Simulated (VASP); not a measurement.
Input of a VASP 6.6.1 run:

Contents of INCAR:

```
PREC = Accurate ; ENCUT = 520
EDIFF = 1E-8 ; ISMEAR = -1
SIGMA = 0.02 ; LREAL = F
LASPH = T ; NELM = 60
ALGO = Normal ; ISIF = 2
LWAVE = F ; LCHARG = F
LEFG = T ; NBANDS = 17
```

File KPOINTS:

```
Automatic mesh
0
Gamma
  9 9 9
```

POSCAR

```
SnSe
1.0
    0.0000000000      3.0200000735      3.0200000735
    3.0200000735      0.0000000000      3.0200000735
    3.0200000735      3.0200000735      0.0000000000
Sn Se
1 1
Direct
    0.0000000000      0.0000000000      0.0000000000
    0.5000000000      0.5000000000      0.5000000000
```

Potentials or basis: VASP PAW LDA potentials, release 64 (Sn_d, Se).

Command:

```console
$ cat potpaw_LDA.64/Sn_d/POTCAR potpaw_LDA.64/Se/POTCAR > POTCAR
$ mpirun -np 1 vasp_std > vasp.out
```

(1) Predict the pressure.

Answers

(1) -3.6 GPa.

Caveat: without QUAD_EFG the Cq values of the log hold for a quadrupole moment of 1 mb, not for the nuclei.
